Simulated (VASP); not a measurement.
# Mo (Im-3m) in VASP: further runs, part 2 of 2

VASP 6.6.1. The steps go on from the part before.

## Step 3: Single point, PBEsol

This run uses another cell than the first one, of 15.58 Å³/atom, 1.020 times its volume.

Contents of INCAR:

```
  PREC = Accurate
  ENCUT = 520
  EDIFF = 1E-6
  ISMEAR = -1
  SIGMA = 0.1
  LREAL = F
  LASPH = T
  NELM = 60
  ALGO = Normal
  ISIF = 2
  LWAVE = F
  LCHARG = F
  GGA = PS
  NBANDS = 13
```

Contents of KPOINTS:

```
Automatic mesh
0
Gamma
  13 13 13
```

Contents of POSCAR:

```
Mo
1.0
   -1.5734200000      1.5734200000      1.5734200000
    1.5734200000     -1.5734200000      1.5734200000
    1.5734200000      1.5734200000     -1.5734200000
Mo
1
Direct
    0.0000000000      0.0000000000      0.0000000000
```

Potentials or basis: VASP PAW PBE potentials, release 64 (Mo_sv).

Command:

```sh
$ cat potpaw_PBE.64/Mo_sv/POTCAR > POTCAR
$ mpirun -np 1 vasp_std > vasp.out
```

OUTCAR:

```text
PREC = Accurate
   ENCUT = 520
   EDIFF = 1E-6
   ISMEAR = -1
   LREAL = F
   LASPH = T
   NELM = 60
   ISIF = 2
   GGA = PS

 ion  position               nearest neighbor table
   1  0.000  0.000  0.000-

  LATTYP: Found a body centered cubic cell.
 ALAT       =     3.1468400000

  Lattice vectors:

 A1 = (  -1.5734200000,   1.5734200000,   1.5734200000)
 A2 = (   1.5734200000,  -1.5734200000,   1.5734200000)
 A3 = (   1.5734200000,   1.5734200000,  -1.5734200000)

Analysis of symmetry for initial positions (statically):
=====================================================================
 Subroutine PRICEL returns:
 Original cell was already a primitive cell.

 Routine SETGRP: Setting up the symmetry group for a
 body centered cubic supercell.

 Subroutine GETGRP returns: Found 48 space group operations
[... 9 lines left out ...]

 Routine SETGRP: Setting up the symmetry group for a
 body centered cubic supercell.

 Subroutine GETGRP returns: Found 48 space group operations
[... 11 lines left out ...]
                                     Primitive cell

  volume of cell :      15.5810

  direct lattice vectors                    reciprocal lattice vectors
    -1.573420000  1.573420000  1.573420000     0.000000000  0.317779105  0.317779105
     1.573420000 -1.573420000  1.573420000     0.317779105  0.000000000  0.317779105
     1.573420000  1.573420000 -1.573420000     0.317779105  0.317779105  0.000000000

  length of vectors
     2.725243382  2.725243382  2.725243382     0.449407521  0.449407521  0.449407521

  position of ions in fractional coordinates (direct lattice)
     0.000000000  0.000000000  0.000000000

  ion indices of the primitive-cell ions
   primitive index   ion index
                 1           1

----------------------------------------------------------------------------------------

 KPOINTS: Automatic mesh

Automatic generation of k-mesh.
 Grid dimensions read from file:
 generate k-points for:   13   13   13

 Generating k-lattice:

  Cartesian coordinates                     Fractional coordinates (reciprocal lattice)
     0.000000000  0.024444547  0.024444547     0.076923077  0.000000000  0.000000000
     0.024444547  0.000000000  0.024444547     0.000000000  0.076923077  0.000000000
     0.024444547  0.024444547  0.000000000     0.000000000  0.000000000  0.076923077

  Length of vectors
     0.034569809  0.034569809  0.034569809

  Shift w.r.t. Gamma in fractional coordinates (k-lattice)
     0.000000000  0.000000000  0.000000000

 Subroutine IBZKPT returns following result:
 ===========================================

 Found     84 irreducible k-points:

 Following reciprocal coordinates:
            Coordinates               Weight
  0.000000  0.000000  0.000000      1.000000
  0.076923  0.000000  0.000000     12.000000
  0.153846  0.000000  0.000000     12.000000
  0.230769  0.000000  0.000000     12.000000
  0.307692  0.000000  0.000000     12.000000
  0.384615  0.000000  0.000000     12.000000
[... 16 lines left out ...]
  0.153846  0.076923  0.076923     24.000000
  0.230769  0.076923  0.076923     24.000000
 [... further k-points ...]
   k-points           NKPTS =     84   k-points in BZ     NKDIM =     84   number of bands    NBANDS=     13
   number of dos      NEDOS =    301   number of ions     NIONS =      1
   total plane-waves  NPLWV =   8000
   dimension x,y,z NGX =    20 NGY =   20 NGZ =   20
   dimension x,y,z NGXF=    40 NGYF=   40 NGZF=   40
   ions per type =               1
   NGX,Y,Z   is equivalent  to a cutoff of  12.20, 12.20, 12.20 a.u.
   NGXF,Y,Z  is equivalent  to a cutoff of  24.40, 24.40, 24.40 a.u.
 SYSTEM =  unknown system
   PREC   = accura    normal or accurate (medium, high low for compatibility)
   ISTART =      0    job   : 0-new  1-cont  2-samecut
   ICHARG =      2    charge: 1-file 2-atom 10-const
   ISPIN  =      1    spin polarized calculation?
   LNONCOLLINEAR =      F non collinear calculations
   LSORBIT =      F    spin-orbit coupling
   LASPH  =      T    aspherical Exc in radial PAW
   ENCUT  =  520.0 eV  38.22 Ry    6.18 a.u.   5.07  5.07  5.07*2*pi/ulx,y,z
   NELM   =     60;   NELMIN=  2; NELMDL= -5     # of ELM steps
   EDIFF  = 0.1E-05   stopping-criterion for ELM
   LREAL  =      F    real-space projection
   EDIFFG = 0.1E-04   stopping-criterion for IOM
   NSW    =      0    number of steps for IOM
   IBRION =     -1    ionic relax: 0-MD 1-quasi-New 2-CG
   NFREE  =      0    steps in history (QN), initial steepest desc. (CG)
   ISIF   =      2    stress and relaxation
   ISYM   =      2    0-nonsym 1-usesym 2-fastsym
   POTIM  = 0.5000    time-step for ionic-motion
   TEBEG  =    0.0;   TEEND  =   0.0 temperature during run
   PSTRESS=    0.0 pullay stress
   NELECT =      14.0000    total number of electrons
   NUPDOWN=      -1.0000    fix difference up-down
   EMIN   =  10.00;   EMAX   =-10.00  energy-range for DOS
   EFERMI =   0.00;   METHOD = LEGACY
   ISMEAR =    -1;   SIGMA  =   0.10  broadening in eV -4-tet -1-fermi 0-gaus
   EFERMI_NEDOS =   21; number of points for ismear=-14 and -15
   IALGO  =     38    algorithm
   IMIX   =      4    mixing-type and parameters
     AMIX     =   0.40;   BMIX     =  1.00
     AMIX_MAG =   1.60;   BMIX_MAG =  1.00
  volume/ion in A,a.u.               =      15.58       105.15
  Fermi-wavevector in a.u.,A,eV,Ry     =   1.579742  2.985280 33.954495  2.495585
  Thomas-Fermi vector in A             =   2.680075
   LORBIT       =      0    0 simple, 1 ext, 2 COOP (PROOUT), +10 PAW based schemes
   GGA     = PS    functional components
   LHFCALC =     F    Hartree Fock is set to
   AEXX    =    0.0000 exact exchange contribution
   IVDW    =     0    specifies the selected vdW correction
   LEPSILON=     F    determine dielectric tensor
   LRPA    =     F    only Hartree local field effects (RPA)
 non-spin polarized calculation
  energy-cutoff  :      520.00
  volume of cell :       15.58
 maximum number of plane-waves:       432
   NGX = 11   NGY = 11   NGZ = 11

 number of electron      14.0000001 magnetization

 Free energy of the ion-electron system (eV)
  ---------------------------------------------------
  ext. energy  EPLUGINS =         0.00000000
  ---------------------------------------------------
  free energy    TOTEN  =       -11.79053996 eV

  energy without entropy =      -11.76816249  energy(sigma->0) =      -11.77935123

 E-fermi :  12.5981     XC(G=0): -13.5467

 val. band max:       12.4946847471   @ k =  -0.1538   0.2308   0.0769
 cond. band min:      12.6044909723   @ k =  -0.3077   0.3077   0.1538
 fundamental gap:      0.1098062252
 Fermi energy:        12.5980620552

 k-point     1 :       0.0000    0.0000    0.0000
  band No.  band energies     occupation
      1     -48.6739      2.00000
      2     -21.9537      2.00000
      3     -21.9537      2.00000
      4     -21.9537      2.00000
      5       5.2209      2.00000
      6      11.1451      2.00000
      7      11.1451      2.00000
      8      11.1451      2.00000
      9      14.1727      0.00000
     10      14.1727      0.00000
     11      27.3301      0.00000
     12      27.3301      0.00000
     13      27.3301      0.00000

 k-point     2 :       0.0769    0.0000    0.0000
  band No.  band energies     occupation
      1     -48.6588      2.00000
      2     -22.0411      2.00000
      3     -21.9806      2.00000
      4     -21.9543      2.00000
      5       5.4828      2.00000
      6      10.9974      2.00000
      7      11.1181      2.00000
      8      11.3924      1.99999
      9      13.9625      0.00000
     10      14.1771      0.00000
     11      27.5229      0.00000
     12      27.7732      0.00000
     13      27.8421      0.00000
[... 321 lines left out ...]
 k-point    23 :       0.1538    0.0769    0.0769
  band No.  band energies     occupation
      1     -48.5373      2.00000
      2     -22.7120      2.00000
      3     -22.1265      2.00000
      4     -22.0251      2.00000
      5       7.4995      2.00000
      6       9.9768      2.00000
      7      10.2050      2.00000
      8      13.8264      0.00001
      9      14.2334      0.00000
     10      14.2897      0.00000
     11      28.1682      0.00000
     12      28.7951      0.00000
     13      29.8025      0.00000

 k-point    24 :       0.2308    0.0769    0.0769
  band No.  band energies     occupation
      1     -48.4790      2.00000
      2     -22.9720      2.00000
      3     -22.2649      2.00000
      4     -22.0346      2.00000
      5       7.9818      2.00000
      6       9.5572      2.00000
      7      10.5835      2.00000
      8      13.9716      0.00000
      9      14.4938      0.00000
     10      15.8918      0.00000
     11      26.8975      0.00000
     12      27.4070      0.00000
     13      31.3479      0.00000

 [... further k-points ...]
[... 5 lines left out ...]
  --------------------------------------------------------------------------------------
  -------------------------------------------------------------------------------------
  Total       -0.3975264     -0.3975264     -0.3975264      0.0000000      0.0000000      0.0000000
  in kB      -40.8773333    -40.8773333    -40.8773333      0.0000000      0.0000000      0.0000000
  external PRESSURE =     -40.8773333 kB  Pullay stress =       0.0000000 kB

 VOLUME and BASIS-vectors are now :
 -----------------------------------------------------------------------------
  energy-cutoff  :      520.00
  volume of cell :       15.58
      direct lattice vectors                 reciprocal lattice vectors
    -1.573420000  1.573420000  1.573420000     0.000000000  0.317779105  0.317779105
     1.573420000 -1.573420000  1.573420000     0.317779105  0.000000000  0.317779105
     1.573420000  1.573420000 -1.573420000     0.317779105  0.317779105  0.000000000

 POSITION                                       TOTAL-FORCE (eV/Angst)
 -----------------------------------------------------------------------------------
      0.00000      0.00000      0.00000        -0.000000      0.000000      0.000000
 -----------------------------------------------------------------------------------
    total drift:                                0.000000      0.000000      0.000000

  FREE ENERGIE OF THE ION-ELECTRON SYSTEM (eV)
  ---------------------------------------------------
  free  energy   TOTEN  =       -11.7905399649 eV

  energy  without entropy=      -11.7681624855  energy(sigma->0) =      -11.77935123
```

OSZICAR:

```text
N       E                     dE             d eps       ncg     rms          rms(c)
DAV:   1     0.966610046964E+02    0.96661E+02   -0.81638E+03  2189   0.112E+03
DAV:   2    -0.113471246238E+02   -0.10801E+03   -0.10402E+03  2549   0.317E+02
DAV:   3    -0.125594892564E+02   -0.12124E+01   -0.12100E+01  2399   0.338E+01
DAV:   4    -0.125621408233E+02   -0.26516E-02   -0.26515E-02  2459   0.193E+00
DAV:   5    -0.125621577257E+02   -0.16902E-04   -0.16901E-04  2494   0.136E-01    0.160E+01
DAV:   6    -0.118903795440E+02    0.67178E+00   -0.80542E-01  2234   0.109E+01    0.422E+00
DAV:   7    -0.117961733143E+02    0.94206E-01   -0.15482E-01  2379   0.453E+00    0.979E-01
DAV:   8    -0.117905902526E+02    0.55831E-02   -0.44500E-03  2239   0.843E-01    0.192E-01
DAV:   9    -0.117905323640E+02    0.57889E-04   -0.12987E-04  2519   0.139E-01    0.762E-02
DAV:  10    -0.117905398565E+02   -0.74925E-05   -0.11030E-05  2284   0.393E-02    0.412E-03
DAV:  11    -0.117905399649E+02   -0.10842E-06   -0.12112E-07  1237   0.379E-03
   1 F= -.11790540E+02 E0= -.11779351E+02  d E =-.223775E-01
```

stdout:

```text
POSCAR found type information on POSCAR Mo
 POSCAR found :  1 types and       1 ions
 scaLAPACK will be used
 -----------------------------------------------------------------------------
|                                                                             |
|                                                                             |
|     You enforced a specific xc type in the INCAR file but a different       |
|     I HOPE YOU KNOW WHAT YOU ARE DOING!                                     |
|                                                                             |
 -----------------------------------------------------------------------------

 LDA part: xc-table for (Slater+PW92), standard interpolation
 POSCAR, INCAR and KPOINTS ok, starting setup
 FFT: planning ... GRIDC
 FFT: planning ... GRID_SOFT
 FFT: planning ... GRID
 WAVECAR not read
 entering main loop
```

It took 5.3 s on 1 thread of Intel Xeon 6975P-C (Granite Rapids), shared host; peak memory 0.13 GiB.

What came out:

| Quantity | Value |
| --- | --- |
| Free energy | -11.7905 eV |
| Pressure | -4.1 GPa |
| Band gap on the k mesh | zero (band 7 reaches 16.16 eV, above the bottom of band 8 at 11.15 eV) |

Levels at points of the mesh, in eV from the Fermi level:
```tsv
k point	band 4	band 5	band 6	band 7	band 8	band 9	band 10	band 11
(0.00, 0.00, 0.00)	-34.55	-7.38	-1.45	-1.45	-1.45	1.57	1.57	14.73
```

Caveat: the PAW data sets were made with another functional, which shifts forces and pressure a little.

## Step 4: Single point, PBEsol

This run uses another cell than the first one, of 15.89 Å³/atom, 1.041 times its volume.

Contents of INCAR:

```
ALGO = Normal
EDIFF = 1E-6
ENCUT = 520
GGA = PS
ISIF = 2
ISMEAR = -1
LASPH = T
LCHARG = F
LREAL = F
LWAVE = F
NBANDS = 13
NELM = 100
PREC = Accurate
SIGMA = 0.1
```

Contents of KPOINTS:

```
k-points
0
Gamma
  13 13 13
```

Contents of POSCAR:

```
Mo
1.0
   -1.5838403037      1.5838403037      1.5838403037
    1.5838403037     -1.5838403037      1.5838403037
    1.5838403037      1.5838403037     -1.5838403037
Mo
1
Direct
    0.0000000000      0.0000000000      0.0000000000
```

Command:

```sh
$ cat potpaw_PBE.64/Mo_sv/POTCAR > POTCAR
$ mpirun -np 1 vasp_std > vasp.out
```

Wall time 5.4 s (1 thread of Intel Xeon 6975P-C (Granite Rapids), shared host); peak memory 0.13 GiB.

It converged, with:

```
Free energy            : -11.7778 eV
Pressure               : -9.0 GPa
Band gap on the k mesh : zero (band 7 reaches 15.74 eV, above the bottom of band 8 at 10.87 eV)
```

Levels at points of the mesh, in eV from the Fermi level:
```csv
k point,band 4,band 5,band 6,band 7,band 8,band 9,band 10,band 11
"(0.00, 0.00, 0.00)",-34.59,-7.30,-1.41,-1.41,-1.41,1.55,1.55,14.71
```

Caveat: the PAW data sets were made with another functional, which shifts forces and pressure a little.

## Step 5: Single point, PBEsol

This run uses another cell than the first one, of 16.20 Å³/atom, 1.061 times its volume.

Contents of INCAR:

```
ALGO = Normal
EDIFF = 1E-6
ENCUT = 520
GGA = PS
ISIF = 2
ISMEAR = -1
LASPH = True
LCHARG = False
LREAL = False
LWAVE = False
NBANDS = 13
NELM = 80
PREC = Accurate
SIGMA = 0.1
```

KPOINTS is that of step 4.

Contents of POSCAR:

```
Mo
1.0
   -1.5941252692      1.5941252692      1.5941252692
    1.5941252692     -1.5941252692      1.5941252692
    1.5941252692      1.5941252692     -1.5941252692
Mo
1
Direct
    0.0000000000      0.0000000000      0.0000000000
```

Potentials or basis: VASP PAW PBE potentials, release 64 (Mo_sv).

Command:

```sh
$ cat potpaw_PBE.64/Mo_sv/POTCAR > POTCAR
$ mpirun -np 1 vasp_std > vasp.out
```

OUTCAR:

```text
EDIFF = 1E-6
   ENCUT = 520
   GGA = PS
   ISIF = 2
   ISMEAR = -1
   LASPH = True
   LREAL = False
   NELM = 80
   PREC = Accurate

 ion  position               nearest neighbor table
   1  0.000  0.000  0.000-

  LATTYP: Found a body centered cubic cell.
 ALAT       =     3.1882505384

  Lattice vectors:

 A1 = (  -1.5941252692,   1.5941252692,   1.5941252692)
 A2 = (   1.5941252692,  -1.5941252692,   1.5941252692)
 A3 = (   1.5941252692,   1.5941252692,  -1.5941252692)
[... 561 lines left out ...]
     12      26.2915      0.00000
     13      30.0813      0.00000

 [... further k-points ...]

------------------------ aborting loop because EDIFF is reached ----------------------------------------

  FORCE on cell =-STRESS in cart. coord.  units (eV):
  Direction    XX          YY          ZZ          XY          YZ          ZX
  --------------------------------------------------------------------------------------
  -------------------------------------------------------------------------------------
  Total       -1.3656022     -1.3656022     -1.3656022      0.0000000     -0.0000000      0.0000000
  in kB     -135.0229052   -135.0229052   -135.0229052      0.0000000     -0.0000000      0.0000000
  external PRESSURE =    -135.0229052 kB  Pullay stress =       0.0000000 kB

 VOLUME and BASIS-vectors are now :
 -----------------------------------------------------------------------------
  energy-cutoff  :      520.00
  volume of cell :       16.20
      direct lattice vectors                 reciprocal lattice vectors
    -1.594125269  1.594125269  1.594125269     0.000000000  0.313651637  0.313651637
     1.594125269 -1.594125269  1.594125269     0.313651637  0.000000000  0.313651637
     1.594125269  1.594125269 -1.594125269     0.313651637  0.313651637  0.000000000

 POSITION                                       TOTAL-FORCE (eV/Angst)
 -----------------------------------------------------------------------------------
      0.00000      0.00000      0.00000        -0.000000      0.000000     -0.000000
 -----------------------------------------------------------------------------------
    total drift:                                0.000000      0.000000     -0.000000

  FREE ENERGIE OF THE ION-ELECTRON SYSTEM (eV)
  ---------------------------------------------------
  free  energy   TOTEN  =       -11.7559578925 eV

  energy  without entropy=      -11.7329539057  energy(sigma->0) =      -11.74445590
```

It took 5.7 s on 1 thread of Intel Xeon 6975P-C (Granite Rapids), shared host; peak memory 0.14 GiB.

What came out:

| Quantity | Value |
| --- | --- |
| Free energy | -11.7560 eV |
| Pressure | -13.5 GPa |
| Band gap on the k mesh | zero (band 7 reaches 15.34 eV, above the bottom of band 8 at 10.60 eV) |

Caveat: the PAW data sets were made with another functional, which shifts forces and pressure a little.

## Step 6: Single point, PBEsol

This run uses another cell than the first one, of 16.52 Å³/atom, 1.082 times its volume.

Contents of INCAR:

```
SYSTEM = Mo
PREC = Accurate
ENCUT = 520
EDIFF = 1E-6
ISMEAR = -1
SIGMA = 0.1
LREAL = .FALSE.
LASPH = .TRUE.
NELM = 60
ALGO = Normal
ISIF = 2
LWAVE = .FALSE.
LCHARG = .FALSE.
GGA = PS
NBANDS = 13
```

Contents of KPOINTS:

```
Automatic mesh
0
G
  13 13 13
  0 0 0
```

Contents of POSCAR:

```
Mo
1.0
   -1.6042792071      1.6042792071      1.6042792071
    1.6042792071     -1.6042792071      1.6042792071
    1.6042792071      1.6042792071     -1.6042792071
Mo
1
Direct
    0.0000000000      0.0000000000      0.0000000000
```

Potentials or basis: VASP PAW PBE potentials, release 64 (Mo_sv).

Command:

```sh
$ cat potpaw_PBE.64/Mo_sv/POTCAR > POTCAR
$ mpirun -np 1 vasp_std > vasp.out
```

Run time: 5.5 s. Hardware: 1 thread of Intel Xeon 6975P-C (Granite Rapids), shared host; peak memory 0.14 GiB.

Results (log left out):

| Quantity | Value |
| --- | --- |
| Free energy | -11.7259 eV |
| Pressure | -17.5 GPa |
| Band gap on the k mesh | zero (band 7 reaches 14.95 eV, above the bottom of band 8 at 10.33 eV) |

Levels at points of the mesh, in eV from the Fermi level:
| k point | band 3 | band 4 | band 5 | band 6 | band 7 | band 8 | band 9 | band 10 | band 11 | band 12 |
| --- | --- | --- | --- | --- | --- | --- | --- | --- | --- | --- |
| (0.00, 0.00, 0.00) | -34.66 | -34.66 | -7.15 | -1.32 | -1.32 | -1.32 | 1.49 | 1.49 | 14.66 | 14.66 |

Caveat: the PAW data sets were made with another functional, which shifts forces and pressure a little.

## Step 7: Summary

| cell | gap on the mesh (eV) | pressure (GPa) |
| --- | --- | --- |
| a = 2.707 Å, angles 109.5°, 1 atom | none | 1.4 |
| a = 2.725 Å, angles 109.5°, 1 atom | none | -4.1 |
| a = 2.743 Å, angles 109.5°, 1 atom | none | -9.0 |
| a = 2.761 Å, angles 109.5°, 1 atom | none | -13.5 |
| a = 2.779 Å, angles 109.5°, 1 atom | none | -17.5 |

Alike in all rows: task single point; level PBEsol; potentials or basis VASP PAW PBE potentials, release 64 (Mo_sv); no spin polarisation; k mesh 13 × 13 × 13; cutoff (eV) 520; smearing fermi-dirac 0.1 eV.

Caveats: the PAW data sets were made with another functional, which shifts forces and pressure a little.

Total energies depend on the potentials used, so only differences within one code and one set of settings carry meaning.
